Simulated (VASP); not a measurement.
# SnB18N17 (a cell with a defect) in VASP: electric field gradients with PBE

Aim: the electric field gradients of SnB18N17 (a cell with a defect) with PBE.

Program: VASP 6.6.1. These are calculated values, not measurements. Logs are shortened: lines on timing, memory, paths and dates and some standing lists are left out, and cuts for length are marked.

## 1. The cell of the first run

The cell holds a defect, 36 atoms: a = 7.495 Å, b = 7.495 Å, c = 6.636 Å, α = 90.00°, β = 90.00°, γ = 120.00°.

## 2. Electric field gradients, PBE

INCAR

```
PREC = Accurate ; ENCUT = 520
EDIFF = 1E-8 ; ISMEAR = -1
SIGMA = 0.01 ; LREAL = Auto
LASPH = True ; NELM = 60
ALGO = Normal ; ISIF = 2
LWAVE = False ; LCHARG = False
GGA = PE ; LEFG = True
NELECT = 154.0 ; NBANDS = 100
```

KPOINTS

```
Automatic mesh
0
Gamma
  3 3 3
```

POSCAR

```
SnB18N17
1.0
    7.4947200000      0.0000000000      0.0000000000
   -3.7473600000      6.4906179144      0.0000000000
    0.0000000000      0.0000000000      6.6357000000
B Sn N
18 1 17
Direct
    0.1111111111      0.2222222222      0.2500000000
    0.1111111111      0.5555555556      0.2500000000
    0.1111111111      0.8888888889      0.2500000000
    0.4444444444      0.2222222222      0.2500000000
    0.4444444444      0.5555555556      0.2500000000
    0.4444444444      0.8888888889      0.2500000000
    0.7777777778      0.2222222222      0.2500000000
    0.7777777778      0.5555555556      0.2500000000
    0.7777777778      0.8888888889      0.2500000000
    0.2222222222      0.1111111111      0.7500000000
    0.2222222222      0.4444444444      0.7500000000
    0.2222222222      0.7777777778      0.7500000000
    0.5555555556      0.1111111111      0.7500000000
    0.5555555556      0.4444444444      0.7500000000
    0.5555555556      0.7777777778      0.7500000000
    0.8888888889      0.1111111111      0.7500000000
    0.8888888889      0.4444444444      0.7500000000
    0.8888888889      0.7777777778      0.7500000000
    0.1111111111      0.2222222222      0.7500000000
    0.1111111111      0.5555555556      0.7500000000
    0.1111111111      0.8888888889      0.7500000000
    0.4444444444      0.2222222222      0.7500000000
    0.4444444444      0.5555555556      0.7500000000
    0.4444444444      0.8888888889      0.7500000000
    0.7777777778      0.2222222222      0.7500000000
    0.7777777778      0.5555555556      0.7500000000
    0.7777777778      0.8888888889      0.7500000000
    0.2222222222      0.1111111111      0.2500000000
    0.2222222222      0.4444444444      0.2500000000
    0.2222222222      0.7777777778      0.2500000000
    0.5555555556      0.1111111111      0.2500000000
    0.5555555556      0.4444444444      0.2500000000
    0.5555555556      0.7777777778      0.2500000000
    0.8888888889      0.1111111111      0.2500000000
    0.8888888889      0.4444444444      0.2500000000
    0.8888888889      0.7777777778      0.2500000000
```

Potentials or basis: VASP PAW PBE potentials, release 64 (B, Sn_d, N).

Command:

```sh
$ cat potpaw_PBE.64/B/POTCAR potpaw_PBE.64/Sn_d/POTCAR potpaw_PBE.64/N/POTCAR > POTCAR
$ mpirun -np 1 vasp_std > vasp.out
```

OUTCAR:

```text
PREC = Accurate
   ENCUT = 520
   EDIFF = 1E-8
   ISMEAR = -1
   LREAL = Auto
   LASPH = True
   NELM = 60
   ISIF = 2
   GGA = PE
   NELECT = 154.0

 ion  position               nearest neighbor table
   1  0.111  0.222  0.250-  28 1.44  34 1.44  29 1.44
   2  0.111  0.556  0.250-  35 1.44  30 1.44  29 1.44
   3  0.111  0.889  0.250-  30 1.44  36 1.44  28 1.44
   4  0.444  0.222  0.250-  28 1.44  32 1.44  31 1.44
   5  0.444  0.556  0.250-  29 1.44  33 1.44  32 1.44
   6  0.444  0.889  0.250-  30 1.44  31 1.44  33 1.44
   7  0.778  0.222  0.250-  31 1.44  34 1.44  35 1.44
   8  0.778  0.556  0.250-  32 1.44  36 1.44  35 1.44
   9  0.778  0.889  0.250-  33 1.44  36 1.44  34 1.44
  10  0.222  0.111  0.750-  22 1.44  19 1.44  21 1.44
  11  0.222  0.444  0.750-  23 1.44  19 1.44  20 1.44
  12  0.222  0.778  0.750-  24 1.44  21 1.44  20 1.44
  13  0.556  0.111  0.750-  25 1.44  24 1.44  22 1.44
  14  0.556  0.444  0.750-  26 1.44  22 1.44  23 1.44  19 2.88
  15  0.556  0.778  0.750-  27 1.44  23 1.44  24 1.44
  16  0.889  0.111  0.750-  19 1.44  25 1.44  27 1.44
  17  0.889  0.444  0.750-  20 1.44  25 1.44  26 1.44  19 2.88
  18  0.889  0.778  0.750-  21 1.44  27 1.44  26 1.44  19 2.88
  19  0.111  0.222  0.750-  10 1.44  16 1.44  11 1.44  22 2.50  25 2.50  21 2.50  27 2.50  23 2.50
                            20 2.50  17 2.88  18 2.88  14 2.88
  20  0.111  0.556  0.750-  17 1.44  12 1.44  11 1.44  19 2.50
  21  0.111  0.889  0.750-  12 1.44  18 1.44  10 1.44  19 2.50
  22  0.444  0.222  0.750-  10 1.44  14 1.44  13 1.44  19 2.50
  23  0.444  0.556  0.750-  11 1.44  15 1.44  14 1.44  19 2.50
  24  0.444  0.889  0.750-  12 1.44  13 1.44  15 1.44
  25  0.778  0.222  0.750-  13 1.44  16 1.44  17 1.44  19 2.50
  26  0.778  0.556  0.750-  14 1.44  18 1.44  17 1.44
  27  0.778  0.889  0.750-  15 1.44  18 1.44  16 1.44  19 2.50
  28  0.222  0.111  0.250-   4 1.44   1 1.44   3 1.44
  29  0.222  0.444  0.250-   5 1.44   1 1.44   2 1.44
  30  0.222  0.778  0.250-   6 1.44   3 1.44   2 1.44
  31  0.556  0.111  0.250-   7 1.44   6 1.44   4 1.44
  32  0.556  0.444  0.250-   8 1.44   4 1.44   5 1.44
  33  0.556  0.778  0.250-   9 1.44   5 1.44   6 1.44
  34  0.889  0.111  0.250-   1 1.44   7 1.44   9 1.44
  35  0.889  0.444  0.250-   2 1.44   7 1.44   8 1.44
  36  0.889  0.778  0.250-   3 1.44   9 1.44   8 1.44

 -----------------------------------------------------------------------------
|                                                                             |
|           W    W    AA    RRRRR   N    N  II  N    N   GGGG   !!!           |
|           W    W   A  A   R    R  NN   N  II  NN   N  G    G  !!!           |
|           W    W  A    A  R    R  N N  N  II  N N  N  G       !!!           |
|           W WW W  AAAAAA  RRRRR   N  N N  II  N  N N  G  GGG   !            |
|           WW  WW  A    A  R   R   N   NN  II  N   NN  G    G                |
|           W    W  A    A  R    R  N    N  II  N    N   GGGG   !!!           |
|                                                                             |
|     The distance between some ions is very small. Please check the          |
|     nearest-neighbor list in the OUTCAR file.                               |
|     I HOPE YOU KNOW WHAT YOU ARE DOING!                                     |
|                                                                             |
 -----------------------------------------------------------------------------

  LATTYP: Found a hexagonal cell.
 ALAT       =     7.4947200000
 C/A-ratio  =     0.8853833099

  Lattice vectors:

 A1 = (   7.4947200000,   0.0000000000,   0.0000000000)
 A2 = (  -3.7473600000,   6.4906179144,   0.0000000000)
 A3 = (   0.0000000000,   0.0000000000,   6.6357000000)

Analysis of symmetry for initial positions (statically):
=====================================================================
 Subroutine PRICEL returns:
 Original cell was already a primitive cell.

 Routine SETGRP: Setting up the symmetry group for a
 hexagonal supercell.

 Subroutine GETGRP returns: Found 12 space group operations
 (whereof  2 operations were pure point group operations)
 out of a pool of 24 trial point group operations.

The static configuration has the point symmetry C_1h.
 The point group associated with its full space group is D_3h.

Analysis of symmetry for dynamics (positions and initial velocities):
=====================================================================
 Subroutine PRICEL returns:
 Original cell was already a primitive cell.

 Routine SETGRP: Setting up the symmetry group for a
 hexagonal supercell.
[... 174 lines left out ...]
     AMIX     =   0.40;   BMIX     =  1.00
     AMIX_MAG =   1.60;   BMIX_MAG =  1.00
  volume/ion in A,a.u.               =       8.97        60.51
  Fermi-wavevector in a.u.,A,eV,Ry     =   1.279202  2.417341 22.263986  1.636357
  Thomas-Fermi vector in A             =   2.411701
   LORBIT       =      0    0 simple, 1 ext, 2 COOP (PROOUT), +10 PAW based schemes
   GGA     = PE    functional components
   LHFCALC =     F    Hartree Fock is set to
   AEXX    =    0.0000 exact exchange contribution
   IVDW    =     0    specifies the selected vdW correction
   LEPSILON=     F    determine dielectric tensor
   LRPA    =     F    only Hartree local field effects (RPA)
 non-spin polarized calculation
  energy-cutoff  :      520.00
  volume of cell :      322.80
 maximum number of plane-waves:      8725
 NGX is ok and might be reduce to    56
   NGX = 27   NGY = 27   NGZ = 25

 number of electron     153.9999987 magnetization

 Free energy of the ion-electron system (eV)
  ---------------------------------------------------
  ext. energy  EPLUGINS =         0.00000000
  ---------------------------------------------------
  free energy    TOTEN  =      -266.82263693 eV

  energy without entropy =     -266.82263693  energy(sigma->0) =     -266.82263693

 E-fermi :   6.1250     XC(G=0): -10.3430

 val. band max:        5.8170996742   @ k =   0.0000   0.0000   0.3333
 cond. band min:       7.1298257731   @ k =   0.3333   0.3333   0.0000
 fundamental gap:      1.3127260989
 Fermi energy:         6.1250347025

 k-point     1 :       0.0000    0.0000    0.0000
  band No.  band energies     occupation
      1     -18.5436      2.00000
      2     -18.5434      2.00000
      3     -17.3346      2.00000
      4     -16.7936      2.00000
      5     -16.7936      2.00000
      6     -15.2372      2.00000
[... 541 lines left out ...]
     88       9.6938      0.00000
     89      10.1231      0.00000
 [bands above 89 left out]

------------------------ aborting loop because EDIFF is reached ----------------------------------------

  FORCE on cell =-STRESS in cart. coord.  units (eV):
  Direction    XX          YY          ZZ          XY          YZ          ZX
  --------------------------------------------------------------------------------------
  -------------------------------------------------------------------------------------
  Total      135.1993039    135.1993039     16.3983282      0.0000000     -0.0000000     -0.0000000
  in kB      671.0530245    671.0530245     81.3920446      0.0000000     -0.0000000     -0.0000000
  external PRESSURE =     474.4993645 kB  Pullay stress =       0.0000000 kB

 VOLUME and BASIS-vectors are now :
 -----------------------------------------------------------------------------
  energy-cutoff  :      520.00
  volume of cell :      322.80
      direct lattice vectors                 reciprocal lattice vectors
     7.494720000  0.000000000  0.000000000     0.133427266  0.077034268  0.000000000
    -3.747360000  6.490617914  0.000000000     0.000000000  0.154068536  0.000000000
     0.000000000  0.000000000  6.635700000     0.000000000  0.000000000  0.150700002

 POSITION                                       TOTAL-FORCE (eV/Angst)
 -----------------------------------------------------------------------------------
      0.00000      1.44236      1.65892        -0.000000     -0.000000     -0.000000
     -1.24912      3.60590      1.65892         0.137819     -0.084908     -0.000000
     -2.49824      5.76944      1.65892        -0.004623      0.161809     -0.000000
      2.49824      1.44236      1.65892        -0.142442     -0.076901     -0.000000
      1.24912      3.60590      1.65892        -0.137819     -0.084908      0.000000
     -0.00000      5.76944      1.65892        -0.000000     -0.000000     -0.000000
[... 28 lines left out ...]
      4.99648      2.88472      1.65892        -0.058733      0.033910     -0.000000
      3.74736      5.04826      1.65892        -0.000000     -0.067819     -0.000000
 -----------------------------------------------------------------------------------
    total drift:                               -0.000004      0.000002      0.000000

  FREE ENERGIE OF THE ION-ELECTRON SYSTEM (eV)
  ---------------------------------------------------
  free  energy   TOTEN  =      -266.8226369341 eV

  energy  without entropy=     -266.8226369341  energy(sigma->0) =     -266.82263693

 Electric field gradients (V/A^2)
---------------------------------------------------------------------
 ion       V_xx      V_yy      V_zz      V_xy      V_xz      V_yz
---------------------------------------------------------------------
   1     -17.598   -17.598    35.196    -0.000     0.000    -0.000
   2     -17.559   -17.300    34.859     0.177     0.000    -0.000
   3     -17.211   -17.647    34.859    -0.024     0.000    -0.000
   4     -17.518   -17.341    34.859    -0.201     0.000    -0.000
   5     -17.559   -17.300    34.859    -0.177     0.000     0.000
   6     -17.313   -17.313    34.626    -0.000     0.000     0.000
[... 28 lines left out ...]
  35       0.409     0.387    -0.796    -0.018     0.000     0.000
  36       0.378     0.418    -0.795    -0.000     0.000     0.000
---------------------------------------------------------------------

 Electric field gradients after diagonalization (V/A^2)
 (convention: |V_zz| > |V_xx| > |V_yy|)
----------------------------------------------------------------------
 ion       V_xx      V_yy      V_zz     asymmetry (V_yy - V_xx)/ V_zz
----------------------------------------------------------------------
   1     -17.598   -17.598    35.196       0.000
   2     -17.649   -17.210    34.859       0.013
   3     -17.649   -17.210    34.859       0.013
   4     -17.649   -17.210    34.859       0.013
   5     -17.649   -17.210    34.859       0.013
   6     -17.313   -17.313    34.626       0.000
[... 28 lines left out ...]
  35       0.419     0.376    -0.796       0.054
  36       0.418     0.378    -0.795       0.051
----------------------------------------------------------------------

           NMR quadrupolar parameters

 Cq : quadrupolar parameter    Cq=e*Q*V_zz/h
 eta: asymmetry parameters     (V_yy - V_xx)/ V_zz
 Q  : nuclear electric quadrupole moment in mb (millibarn)
----------------------------------------------------------------------
 ion       Cq(MHz)       eta       Q (mb)
----------------------------------------------------------------------
   1       0.085       0.000       1.000
   2       0.084       0.013       1.000
   3       0.084       0.013       1.000
   4       0.084       0.013       1.000
   5       0.084       0.013       1.000
   6       0.084       0.000       1.000
[... 28 lines left out ...]
  35      -0.002       0.054       1.000
  36      -0.002       0.051       1.000
----------------------------------------------------------------------
```

It took 6.9 min on 1 thread of AMD EPYC 7R13 (Zen 3), shared host; peak memory 0.41 GiB.

Results:

```yaml
Free_energy: -266.8226 eV
Largest_force: 42.330 eV/Å
Largest_electric_field_gradient_by_atom: B +35.2, +34.9, +34.6, +34.8, +28.1, +35.7, +33.3 (each value once); Sn +1403.5; N -14.0, +4.3, +4.4, -1.9, +0.3, +0.4, -0.8 (each value once) V/Å²
```

Forces in eV/Å, atoms in the order of the input:
```
B     0.000   0.000   0.000
B     0.138  -0.085   0.000
B    -0.005   0.162   0.000
B    -0.142  -0.077   0.000
B    -0.138  -0.085   0.000
B     0.000   0.000   0.000
B     0.142  -0.077   0.000
B     0.000   0.000   0.000
B     0.005   0.162   0.000
B    36.659 -21.165   0.000
B     0.000  42.330   0.000
B    -0.562  -0.325   0.000
B     0.000   0.649   0.000
B    -0.024  -0.014   0.000
B     0.562  -0.325   0.000
B   -36.659 -21.165   0.000
B     0.024  -0.014   0.000
B     0.000   0.028   0.000
Sn    0.000   0.000   0.000
N    -0.688   2.420   0.000
N     1.752  -1.806   0.000
N     2.440  -0.614   0.000
N     0.688   2.420   0.000
N     0.000   0.000   0.000
N    -2.440  -0.614   0.000
N     0.000   0.000   0.000
N    -1.752  -1.806   0.000
N     0.194  -0.112   0.000
N     0.000   0.224   0.000
N     0.022   0.013   0.000
N     0.000  -0.025   0.000
N     0.059   0.034   0.000
N    -0.022   0.013   0.000
N    -0.194  -0.112   0.000
N    -0.059   0.034   0.000
N     0.000  -0.068   0.000
```

Electric field gradients, principal values (V/Å²):
```
 atom     least    middle  greatest (by size)
  1 B   -17.598   -17.598              35.196
  2 B   -17.210   -17.649              34.859
  3 B   -17.210   -17.649              34.859
  4 B   -17.210   -17.649              34.859
  5 B   -17.210   -17.649              34.859
  6 B   -17.313   -17.313              34.626
  7 B   -17.210   -17.648              34.859
  8 B   -17.420   -17.420              34.841
  9 B   -17.210   -17.649              34.859
 10 B    -7.443   -20.698              28.141
 11 B    -7.443   -20.698              28.141
 12 B   -17.386   -18.304              35.690
 13 B   -17.386   -18.304              35.690
 14 B   -16.061   -17.256              33.316
 15 B   -17.386   -18.304              35.690
 16 B    -7.443   -20.698              28.141
 17 B   -16.061   -17.256              33.316
 18 B   -16.061   -17.256              33.316
19 Sn  -701.746  -701.747            1403.493
 20 N     0.979    13.037             -14.016
 21 N     0.979    13.037             -14.016
 22 N     0.977    13.039             -14.016
 23 N     0.979    13.038             -14.018
 24 N    -2.139    -2.141               4.280
 25 N     0.976    13.039             -14.015
 26 N    -2.185    -2.189               4.374
 27 N     0.979    13.038             -14.016
 28 N     0.618     1.322              -1.940
 29 N     0.616     1.323              -1.939
 30 N    -0.141    -0.207               0.349
 31 N    -0.143    -0.208               0.351
 32 N     0.377     0.418              -0.795
 33 N    -0.142    -0.210               0.352
 34 N     0.618     1.323              -1.942
 35 N     0.376     0.419              -0.796
 36 N     0.378     0.418              -0.795
```

Caveat: the cell carries a net charge on a neutralising background, which shifts energy and pressure; the cell is charged against a uniform background, so pressure and absolute levels hang on convention; atoms lie so close that the PAW spheres overlap strongly, which falsifies energies and pressures; without QUAD_EFG the Cq values of the log hold for a quadrupole moment of 1 mb, not for the nuclei; spin-orbit coupling is left out, which moves the levels of the heavy elements.
